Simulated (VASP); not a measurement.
Here is a VASP 6.6.1 calculation.

INCAR

```
SYSTEM = YZn
ALGO = Normal
EDIFF = 1E-7
ENCUT = 520
GGA = CA
ISIF = 2
ISMEAR = -1
LASPH = .True.
LCHARG = .False.
LREAL = .False.
LWAVE = .False.
NBANDS = 18
NELM = 100
PREC = Accurate
SIGMA = 0.05
```

Contents of KPOINTS:

```
k-points
0
Gamma
  6 6 6
  0 0 0
```

The input POSCAR:

```
YZn
1.0
    0.0000000000      2.8786460348      2.8786460348
    2.8786460348      0.0000000000      2.8786460348
    2.8786460348      2.8786460348      0.0000000000
Y Zn
1 1
Direct
    0.0000000000      0.0000000000      0.0000000000
    0.5000000000      0.5000000000      0.5000000000
```

Potentials or basis: VASP PAW LDA potentials, release 64 (Y_sv, Zn).

The run is started by

```bash
$ cat potpaw_LDA.64/Y_sv/POTCAR potpaw_LDA.64/Zn/POTCAR > POTCAR
$ mpirun -np 1 vasp_std > vasp.out
```

(1) What does it give for the band gap on the k mesh?

(2) Predict the pressure.

Answers

(1) zero (an odd number of electrons rules out a gap without spin polarisation).

(2) 0.1 GPa.
